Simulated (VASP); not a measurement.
# MgO (Cm) in VASP: notebook

The runs below take MgO through single point, with LDA.

Everything below comes from runs of VASP 6.6.1. Logs are shortened: lines on timing, memory, paths and dates and some standing lists are left out, and cuts for length are marked.

**1. The cell of the first run**

Symmetry: Cm, No. 8, monoclinic system. The conventional cell has a = 5.884 Å, b = 5.884 Å, c = 4.161 Å, α = 90.00°, β = 90.00°, γ = 90.00°. Mg (site symmetry m) has 6 O at 1.94 to 2.23 Å within 2.6 Å. Mg (site symmetry m) has 6 O at 2.08 Å and 1 Mg at 2.74 Å within 2.8 Å. Within 2.8 Å of Mg (site symmetry 1) lie 6 O at 2.08 Å and 1 Mg at 2.77 Å. Within 2.6 Å of O (site symmetry 1) lie 6 Mg at 1.94 to 2.23 Å. O (site symmetry m) has 6 Mg at 1.99 to 2.19 Å within 2.6 Å. O (site symmetry m) has 6 Mg at 2.08 Å within 2.8 Å.

**2. Single point, LDA (atom 1 (Mg) moved by -0.208 Å along [1 1 0] and -0.104 Å along [0 0 1])**

INCAR

```
SYSTEM = MgO
PREC = Accurate
ENCUT = 520
EDIFF = 1E-6
ISMEAR = 0
SIGMA = 0.05
LREAL = .False.
LASPH = .True.
NELM = 60
ALGO = Normal
ISIF = 2
LWAVE = .False.
LCHARG = .False.
NBANDS = 26
```

KPOINTS

```
Automatic mesh
0
Gamma
  6 6 6
  0 0 0
```

POSCAR

```
MgO
1.0
    4.1607146133      0.0000000000      0.0000000000
    0.0000000000     -4.1607146133      0.0000000000
    0.0000000000      0.0000000000     -4.1607146133
Mg O
4 4
Direct
   -0.0353492667      1.0353492667      1.0249957062
    0.5000000000      0.5000000000      1.0000000000
    0.5000000000      1.0000000000      0.5000000000
    0.0000000000      0.5000000000      0.5000000000
    0.5000000000      0.0000000000      0.0000000000
    0.0000000000      0.5000000000      0.0000000000
    0.0000000000      0.0000000000      0.5000000000
    0.5000000000      0.5000000000      0.5000000000
```

Potentials or basis: VASP PAW LDA potentials, release 64 (Mg, O).

On the command line:

```bash
$ cat potpaw_LDA.64/Mg/POTCAR potpaw_LDA.64/O/POTCAR > POTCAR
$ mpirun -np 1 vasp_std > vasp.out
```

OUTCAR:

```text
SYSTEM = MgO
   PREC = Accurate
   ENCUT = 520
   EDIFF = 1E-6
   ISMEAR = 0
   LREAL = .False.
   LASPH = .True.
   NELM = 60
   ISIF = 2

 ion  position               nearest neighbor table
   1  0.965  0.035  0.025-   5 1.94   6 1.94   7 1.99   7 2.19   5 2.23   6 2.23   2 2.74   4 2.77
                             3 2.77   3 2.92   4 2.92   2 2.95   2 2.95   4 2.98   3 2.98   3 3.12
   2  0.500  0.500  0.000-   5 2.08   6 2.08   8 2.08   8 2.08   5 2.08   6 2.08   1 2.74   4 2.94
                             4 2.94   3 2.94   3 2.94   3 2.94   4 2.94   3 2.94   4 2.94   1 2.95
   3  0.500  0.000  0.500-   5 2.08   7 2.08   8 2.08   5 2.08   8 2.08   7 2.08   1 2.77   1 2.92
                             4 2.94   2 2.94   4 2.94   2 2.94   2 2.94   4 2.94   2 2.94   4 2.94
   4  0.000  0.500  0.500-   6 2.08   7 2.08   8 2.08   6 2.08   7 2.08   8 2.08   1 2.77   1 2.92
                             3 2.94   3 2.94   2 2.94   2 2.94   3 2.94   2 2.94   2 2.94   3 2.94
   5  0.500  0.000  0.000-   1 1.94   2 2.08   3 2.08   3 2.08   2 2.08   1 2.23
   6  0.000  0.500  0.000-   1 1.94   2 2.08   4 2.08   4 2.08   2 2.08   1 2.23
   7  0.000  0.000  0.500-   1 1.99   3 2.08   4 2.08   4 2.08   3 2.08   1 2.19
   8  0.500  0.500  0.500-   2 2.08   3 2.08   4 2.08   2 2.08   3 2.08   4 2.08

  LATTYP: Found a simple cubic cell.
 ALAT       =     4.1607146133

  Lattice vectors:

 A1 = (   4.1607146133,   0.0000000000,   0.0000000000)
 A2 = (   0.0000000000,  -4.1607146133,   0.0000000000)
 A3 = (   0.0000000000,   0.0000000000,  -4.1607146133)

Analysis of symmetry for initial positions (statically):
=====================================================================
 Subroutine PRICEL returns:
 Original cell was already a primitive cell.

 Routine SETGRP: Setting up the symmetry group for a
 simple cubic supercell.

 Subroutine GETGRP returns: Found  2 space group operations
 (whereof  2 operations were pure point group operations)
 out of a pool of 48 trial point group operations.

The static configuration has the point symmetry C_1h.

Analysis of symmetry for dynamics (positions and initial velocities):
=====================================================================
 Subroutine PRICEL returns:
 Original cell was already a primitive cell.

 Routine SETGRP: Setting up the symmetry group for a
 simple cubic supercell.

 Subroutine GETGRP returns: Found  2 space group operations
 (whereof  2 operations were pure point group operations)
 out of a pool of 48 trial point group operations.

The dynamic configuration has the point symmetry C_1h.

 Subroutine INISYM returns: Found  2 space group operations
 (whereof  2 operations are pure point group operations),
 and found     1 'primitive' translations

----------------------------------------------------------------------------------------

                                     Primitive cell

  volume of cell :      72.0284

  direct lattice vectors                    reciprocal lattice vectors
     4.160714613  0.000000000  0.000000000     0.240343329  0.000000000  0.000000000
     0.000000000 -4.160714613  0.000000000     0.000000000 -0.240343329  0.000000000
     0.000000000  0.000000000 -4.160714613     0.000000000  0.000000000 -0.240343329

  length of vectors
     4.160714613  4.160714613  4.160714613     0.240343329  0.240343329  0.240343329

  position of ions in fractional coordinates (direct lattice)
     0.964650733  0.035349267  0.024995706
     0.500000000  0.500000000  0.000000000
     0.500000000  0.000000000  0.500000000
     0.000000000  0.500000000  0.500000000
     0.500000000  0.000000000  0.000000000
     0.000000000  0.500000000  0.000000000
     0.000000000  0.000000000  0.500000000
     0.500000000  0.500000000  0.500000000

  ion indices of the primitive-cell ions
   primitive index   ion index
                 1           1
                 2           2
                 3           3
                 4           4
                 5           5
                 6           6
                 7           7
                 8           8

----------------------------------------------------------------------------------------

 KPOINTS: Automatic mesh

Automatic generation of k-mesh.
 Grid dimensions read from file:
 generate k-points for:    6    6    6

 Generating k-lattice:

  Cartesian coordinates                     Fractional coordinates (reciprocal lattice)
     0.040057221  0.000000000  0.000000000     0.166666667  0.000000000  0.000000000
     0.000000000 -0.040057221  0.000000000     0.000000000  0.166666667  0.000000000
     0.000000000  0.000000000 -0.040057221     0.000000000  0.000000000  0.166666667

  Length of vectors
     0.040057221  0.040057221  0.040057221

  Shift w.r.t. Gamma in fractional coordinates (k-lattice)
     0.000000000  0.000000000  0.000000000

 Subroutine IBZKPT returns following result:
 ===========================================

 Found     68 irreducible k-points:

 Following reciprocal coordinates:
            Coordinates               Weight
  0.000000  0.000000  0.000000      1.000000
  0.166667  0.000000  0.000000      4.000000
  0.000000  0.000000  0.166667      2.000000
  0.333333  0.000000  0.000000      4.000000
  0.000000  0.000000  0.333333      2.000000
  0.500000  0.000000  0.000000      2.000000
[... 16 lines left out ...]
  0.333333  0.000000  0.333333      4.000000
 -0.333333  0.333333  0.000000      2.000000
 [... further k-points ...]
   k-points           NKPTS =     68   k-points in BZ     NKDIM =     68   number of bands    NBANDS=     26
   number of dos      NEDOS =    301   number of ions     NIONS =      8
   total plane-waves  NPLWV =  32768
   dimension x,y,z NGX =    32 NGY =   32 NGZ =   32
   dimension x,y,z NGXF=    64 NGYF=   64 NGZF=   64
   ions per type =               4   4
   NGX,Y,Z   is equivalent  to a cutoff of  12.79, 12.79, 12.79 a.u.
   NGXF,Y,Z  is equivalent  to a cutoff of  25.57, 25.57, 25.57 a.u.
 SYSTEM =  MgO
   PREC   = accura    normal or accurate (medium, high low for compatibility)
   ISTART =      0    job   : 0-new  1-cont  2-samecut
   ICHARG =      2    charge: 1-file 2-atom 10-const
   ISPIN  =      1    spin polarized calculation?
   LNONCOLLINEAR =      F non collinear calculations
   LSORBIT =      F    spin-orbit coupling
   LASPH  =      T    aspherical Exc in radial PAW
   ENCUT  =  520.0 eV  38.22 Ry    6.18 a.u.   7.74  7.74  7.74*2*pi/ulx,y,z
   NELM   =     60;   NELMIN=  2; NELMDL= -5     # of ELM steps
   EDIFF  = 0.1E-05   stopping-criterion for ELM
   LREAL  =      F    real-space projection
[... 7 lines left out ...]
   TEBEG  =    0.0;   TEEND  =   0.0 temperature during run
   PSTRESS=    0.0 pullay stress
   NELECT =      32.0000    total number of electrons
   NUPDOWN=      -1.0000    fix difference up-down
   EMIN   =  10.00;   EMAX   =-10.00  energy-range for DOS
   EFERMI =   0.00;   METHOD = LEGACY
   ISMEAR =     0;   SIGMA  =   0.05  broadening in eV -4-tet -1-fermi 0-gaus
   EFERMI_NEDOS =   21; number of points for ismear=-14 and -15
   IALGO  =     38    algorithm
   IMIX   =      4    mixing-type and parameters
     AMIX     =   0.40;   BMIX     =  1.00
     AMIX_MAG =   1.60;   BMIX_MAG =  1.00
  volume/ion in A,a.u.               =       9.00        60.76
  Fermi-wavevector in a.u.,A,eV,Ry     =   1.249176  2.360600 21.231078  1.560440
  Thomas-Fermi vector in A             =   2.383228
   LORBIT       =      0    0 simple, 1 ext, 2 COOP (PROOUT), +10 PAW based schemes
   GGA     = CA    functional components
   LHFCALC =     F    Hartree Fock is set to
   AEXX    =    0.0000 exact exchange contribution
   IVDW    =     0    specifies the selected vdW correction
   LEPSILON=     F    determine dielectric tensor
   LRPA    =     F    only Hartree local field effects (RPA)
 non-spin polarized calculation
 Gauss-broadening in eV      SIGMA  =   0.05
  energy-cutoff  :      520.00
  volume of cell :       72.03
 maximum number of plane-waves:      1956
   NGX = 15   NGY = 15   NGZ = 15

 number of electron      32.0000014 magnetization

 Free energy of the ion-electron system (eV)
  ---------------------------------------------------
  ext. energy  EPLUGINS =         0.00000000
  ---------------------------------------------------
  free energy    TOTEN  =       -53.48651301 eV

  energy without entropy =      -53.48651301  energy(sigma->0) =      -53.48651301

 E-fermi :   3.4139     XC(G=0): -11.7639

 val. band max:        3.1595892008   @ k =   0.0000   0.0000   0.0000
 cond. band min:       8.1680265147   @ k =   0.0000   0.0000   0.0000
 fundamental gap:      5.0084373139
 Fermi energy:         3.4139433949

 k-point     1 :       0.0000    0.0000    0.0000
  band No.  band energies     occupation
      1     -14.0469      2.00000
      2     -12.3239      2.00000
      3     -12.3232      2.00000
      4     -12.3002      2.00000
      5      -1.1586      2.00000
      6      -1.1372      2.00000
[... 18 lines left out ...]
     25      16.4420      0.00000
     26      16.4734      0.00000

 k-point     2 :       0.1667    0.0000    0.0000
  band No.  band energies     occupation
      1     -13.9384      2.00000
      2     -12.4404      2.00000
      3     -12.3082      2.00000
      4     -12.2916      2.00000
      5      -1.0177      2.00000
      6      -0.9965      2.00000
[... 18 lines left out ...]
     25      16.2932      0.00000
     26      16.4911      0.00000

 k-point     3 :       0.0000    0.0000    0.1667
  band No.  band energies     occupation
      1     -13.9383      2.00000
      2     -12.4400      2.00000
      3     -12.3084      2.00000
      4     -12.2921      2.00000
      5      -1.0185      2.00000
      6      -0.9901      2.00000
[... 572 lines left out ...]
 k-point    23 :       0.3333    0.0000    0.3333
  band No.  band energies     occupation
      1     -13.2907      2.00000
      2     -12.6114      2.00000
      3     -12.5895      2.00000
      4     -12.3450      2.00000
      5      -0.6017      2.00000
      6      -0.5161      2.00000
[... 18 lines left out ...]
     25      15.8019      0.00000
     26      16.6087      0.00000

 k-point    24 :      -0.3333    0.3333    0.0000
  band No.  band energies     occupation
      1     -13.2906      2.00000
      2     -12.6076      2.00000
      3     -12.5945      2.00000
      4     -12.3436      2.00000
      5      -0.5597      2.00000
      6      -0.5531      2.00000
[... 18 lines left out ...]
     25      15.7819      0.00000
     26      16.6998      0.00000

 [... further k-points ...]

------------------------ aborting loop because EDIFF is reached ----------------------------------------

  FORCE on cell =-STRESS in cart. coord.  units (eV):
  Direction    XX          YY          ZZ          XY          YZ          ZX
  --------------------------------------------------------------------------------------
  -------------------------------------------------------------------------------------
  Total        0.1390027      0.1390027     -0.3292753     -0.0574812     -0.0350656     -0.0350656
  in kB        3.0919333      3.0919333     -7.3242964     -1.2785929     -0.7799883     -0.7799883
  external PRESSURE =      -0.3801433 kB  Pullay stress =       0.0000000 kB

 VOLUME and BASIS-vectors are now :
 -----------------------------------------------------------------------------
  energy-cutoff  :      520.00
  volume of cell :       72.03
      direct lattice vectors                 reciprocal lattice vectors
     4.160714613  0.000000000  0.000000000     0.240343329  0.000000000  0.000000000
     0.000000000 -4.160714613  0.000000000     0.000000000 -0.240343329  0.000000000
     0.000000000  0.000000000 -4.160714613     0.000000000  0.000000000 -0.240343329

 POSITION                                       TOTAL-FORCE (eV/Angst)
 -----------------------------------------------------------------------------------
      4.01364     -0.14708     -0.10400         1.624661      1.624661      1.076257
      2.08036     -2.08036      0.00000        -0.421371     -0.421371      0.093286
      2.08036      0.00000     -2.08036        -0.407976      0.128560     -0.295799
      0.00000     -2.08036     -2.08036         0.128560     -0.407976     -0.295799
      2.08036      0.00000      0.00000        -0.555369     -0.197909     -0.138863
      0.00000     -2.08036      0.00000        -0.197909     -0.555369     -0.138863
      0.00000      0.00000     -2.08036        -0.214032     -0.214032     -0.331971
      2.08036     -2.08036     -2.08036         0.043435      0.043435      0.031750
 -----------------------------------------------------------------------------------
    total drift:                                0.000177      0.000177     -0.000400

  FREE ENERGIE OF THE ION-ELECTRON SYSTEM (eV)
  ---------------------------------------------------
  free  energy   TOTEN  =       -53.4865130147 eV

  energy  without entropy=      -53.4865130147  energy(sigma->0) =      -53.48651301
```

Wall time 66 s (1 thread of AMD EPYC 7R13 (Zen 3), shared host); peak memory 0.19 GiB.

What came out:

| Quantity | Value |
| --- | --- |
| Free energy | -53.4865 eV |
| Pressure | 0.0 GPa |
| Largest force | 2.537 eV/Å |
| Band gap on the k mesh | 5.01 eV |

Forces in eV/Å, atoms in the order of the input:
```
Mg   1.625  1.625  1.076
Mg  -0.421 -0.421  0.093
Mg  -0.408  0.129 -0.296
Mg   0.129 -0.408 -0.296
O   -0.555 -0.198 -0.139
O   -0.198 -0.555 -0.139
O   -0.214 -0.214 -0.332
O    0.043  0.043  0.032
```

Stress tensor (GPa, compression positive):
```
 0.31 -0.13 -0.08
-0.13  0.31 -0.08
-0.08 -0.08 -0.73
```

Caveat: the cell differs from its parent crystal (atom 1 (Mg) moved by -0.208 Å along [1 1 0] and -0.104 Å along [0 0 1]); forces of over 1 eV/Å act on the atoms, so gaps and moduli don't describe the material at rest.

**3. Single point, LDA (atom 1 (Mg) moved by -0.208 Å along [1 1 0] and -0.312 Å along [0 0 1])**

INCAR

```
PREC = Accurate ; ENCUT = 520
EDIFF = 1E-7 ; ISMEAR = 0
SIGMA = 0.05 ; LREAL = False
LASPH = True ; NELM = 60
ALGO = Normal ; ISIF = 2
LWAVE = False ; LCHARG = False
NBANDS = 26
```

KPOINTS

```
Automatic mesh
0
Gamma
  6 6 6
```

Edit POSCAR of step 2 so:

```diff
@@ -8,3 +8,3 @@
 Direct
-   -0.0353492667      1.0353492667      1.0249957062
+   -0.0353492667      1.0353492667      1.0749871186
     0.5000000000      0.5000000000      1.0000000000
```

Potentials or basis: VASP PAW LDA potentials, release 64 (Mg, O).

On the command line:

```bash
$ cat potpaw_LDA.64/Mg/POTCAR potpaw_LDA.64/O/POTCAR > POTCAR
$ mpirun -np 1 vasp_std > vasp.out
```

It took 84 s on 1 thread of AMD EPYC 7R13 (Zen 3), shared host; peak memory 0.19 GiB.

Results (log left out):

| Property | Result |
| --- | --- |
| Free energy | -52.9505 eV |
| Pressure | 3.0 GPa |
| Largest force | 4.923 eV/Å |
| Band gap on the k mesh | 4.98 eV |

Forces in eV/Å, atoms in the order of the input:
```
Mg   1.351  1.351  4.538
Mg  -0.402 -0.402  0.268
Mg  -0.497  0.149 -0.896
Mg   0.149 -0.497 -0.896
O   -0.403 -0.202 -0.449
O   -0.202 -0.403 -0.449
O   -0.050 -0.050 -2.211
O    0.054  0.054  0.094
```

Stress tensor (GPa, compression positive):
```
 0.34 -0.09 -0.51
-0.09  0.34 -0.51
-0.51 -0.51  8.33
```

Levels at points of the mesh, in eV from the valence-band top:
| k point | band 12 | band 13 | band 14 | band 15 | band 16 | band 17 | band 18 | band 19 | band 20 | band 21 |
| --- | --- | --- | --- | --- | --- | --- | --- | --- | --- | --- |
| (0.00, 0.00, 0.00) | -1.38 | -1.38 | -0.05 | -0.04 | 0.00 | 4.98 | 8.78 | 8.99 | 9.01 | 9.86 |
| (0.50, 0.00, 0.00) | -1.81 | -0.85 | -0.80 | -0.78 | -0.75 | 8.21 | 8.37 | 10.62 | 11.04 | 11.43 |
| (0.00, 0.00, 0.50) | -1.83 | -0.90 | -0.89 | -0.72 | -0.68 | 8.05 | 8.41 | 10.49 | 11.32 | 11.36 |
| (0.50, 0.50, 0.00) | -1.99 | -0.82 | -0.81 | -0.68 | -0.53 | 9.44 | 9.61 | 9.67 | 9.79 | 11.33 |
| (0.00, 0.50, 0.50) | -1.94 | -0.80 | -0.73 | -0.71 | -0.59 | 9.34 | 9.54 | 9.72 | 9.89 | 11.24 |
| (0.50, 0.50, 0.50) | -0.74 | -0.72 | -0.67 | -0.61 | -0.53 | 7.80 | 7.93 | 8.00 | 8.04 | 12.41 |

Caveat: the cell differs from its parent crystal (atom 1 (Mg) moved by -0.208 Å along [1 1 0] and -0.312 Å along [0 0 1]); the cell stands under pressure; forces of over 1 eV/Å act on the atoms, so gaps and moduli don't describe the material at rest.

**4. Single point, LDA (atom 1 (Mg) moved by -0.416 Å along [1 1 0] and -0.312 Å along [0 0 1])**

INCAR

```
SYSTEM = MgO
PREC     = Accurate       ! precision mode
ENCUT    = 520            ! plane-wave cutoff, eV
EDIFF    = 1E-6           ! SCF threshold, eV
ISMEAR   = 0              ! smearing method
SIGMA    = 0.05           ! smearing width, eV
LREAL    = .False.        ! projectors in reciprocal space
LASPH    = .True.         ! aspherical terms in the spheres
NELM     = 60             ! most SCF steps
ALGO     = Normal         ! electronic algorithm
ISIF     = 2              ! what is computed and relaxed
LWAVE    = .False.        ! write WAVECAR
LCHARG   = .False.        ! write CHGCAR
NBANDS   = 26             ! bands
```

KPOINTS

```
Automatic mesh
0
Gamma
  6 6 6
  0 0 0
```

Edit POSCAR of step 3 so:

```diff
@@ -8,3 +8,3 @@
 Direct
-   -0.0353492667      1.0353492667      1.0749871186
+   -0.0706985334      1.0706985334      1.0749871186
     0.5000000000      0.5000000000      1.0000000000
```

On the command line:

```bash
$ cat potpaw_LDA.64/Mg/POTCAR potpaw_LDA.64/O/POTCAR > POTCAR
$ mpirun -np 1 vasp_std > vasp.out
```

It took 75 s on 1 thread of AMD EPYC 7R13 (Zen 3), shared host; peak memory 0.19 GiB.

The run converged. Its results:

| Property | Result |
| --- | --- |
| Free energy | -52.3026 eV |
| Pressure | 6.6 GPa |
| Largest force | 5.724 eV/Å |
| Band gap on the k mesh | 4.93 eV |

Forces in eV/Å, atoms in the order of the input:
```
Mg   3.159  3.159  3.579
Mg  -0.938 -0.938  0.337
Mg  -0.965  0.325 -1.002
Mg   0.325 -0.965 -1.002
O   -1.282 -0.235 -0.252
O   -0.235 -1.282 -0.252
O   -0.190 -0.190 -1.538
O    0.125  0.125  0.129
```

Stress tensor (GPa, compression positive):
```
 6.22 -1.00 -1.14
-1.00  6.22 -1.14
-1.14 -1.14  7.32
```

Levels at points of the mesh, in eV from the valence-band top:
| k point | band 14 | band 15 | band 16 | band 17 | band 18 | band 19 |
| --- | --- | --- | --- | --- | --- | --- |
| (0.00, 0.00, 0.00) | -0.12 | -0.12 | 0.00 | 4.93 | 8.52 | 9.05 |
| (0.50, 0.00, 0.00) | -0.88 | -0.84 | -0.70 | 8.03 | 8.37 | 10.27 |
| (0.00, 0.00, 0.50) | -0.89 | -0.83 | -0.69 | 8.01 | 8.37 | 10.26 |
| (0.50, 0.50, 0.00) | -0.83 | -0.80 | -0.46 | 9.14 | 9.57 | 9.65 |
| (0.00, 0.50, 0.50) | -0.83 | -0.79 | -0.47 | 9.13 | 9.57 | 9.65 |
| (0.50, 0.50, 0.50) | -0.76 | -0.46 | -0.45 | 7.62 | 7.98 | 7.98 |

Caveat: the cell differs from its parent crystal (atom 1 (Mg) moved by -0.416 Å along [1 1 0] and -0.312 Å along [0 0 1]); the cell stands under pressure; forces of over 1 eV/Å act on the atoms, so gaps and moduli don't describe the material at rest.

(Continued in part 2 of 2.)
